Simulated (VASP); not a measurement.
RbBr: vibrations by perturbation theory with PBE

RbBr:

```
Rb Br
1.0
     3.48100    0.00000    0.00000
     0.00000    3.48100    0.00000
     0.00000    0.00000    3.48100
Rb Br
1 1
Direct
  0.00000 0.00000 0.00000
  0.50000 0.50000 0.50000
```

| Property | Result |
| --- | --- |
| Program | VASP 6.6.1 |
| Task | vibrations by perturbation theory |
| Functional | PBE |
| Potentials or basis | VASP PAW PBE potentials, release 64 (Rb_sv, Br) |
| Cutoff | 520 eV |
| k mesh | 6 × 6 × 6 |
| Occupations | gaussian, width 0.01 eV |
| Spin | no spin polarisation |
| Dipole correction | no |
| Further INCAR settings | ALGO = Normal; EDIFF = 1e-08; NBANDS = 15; IBRION = 8; NSW = 1 |

```json
{
  "Electronic dielectric tensor (diagonal)": "4.10",
  "Born charges (mean of the diagonal)": "Rb +1.23; Br -1.23 e",
  "Highest phonon frequency at Γ, LO-TO splitting left out": "210 cm⁻¹"
}
```

Phonon frequencies in cm⁻¹ (negative: imaginary):
| q point | frequencies |
| --- | --- |
| (0.000, 0.000, 0.000) | 0 0 0 210 210 210 |

Electronic dielectric tensor:
```
4.10 0.00 0.00
0.00 4.10 0.00
0.00 0.00 4.10
```

Born effective charge tensors (e):
atom 1, Rb
```
1.23 0.00 0.00
0.00 1.23 0.00
0.00 0.00 1.23
```
atom 2, Br
```
-1.23  0.00  0.00
 0.00 -1.23  0.00
 0.00  0.00 -1.23
```

Wall time 5.3 min on 1 thread of Intel(R) Xeon(R) Platinum 8259CL CPU @ 2.50GHz (Skylake/Cascade Lake), with other jobs on the host, peak memory 0.22 GiB.

Caveat: the cell stands under pressure or tension, which shifts response properties.
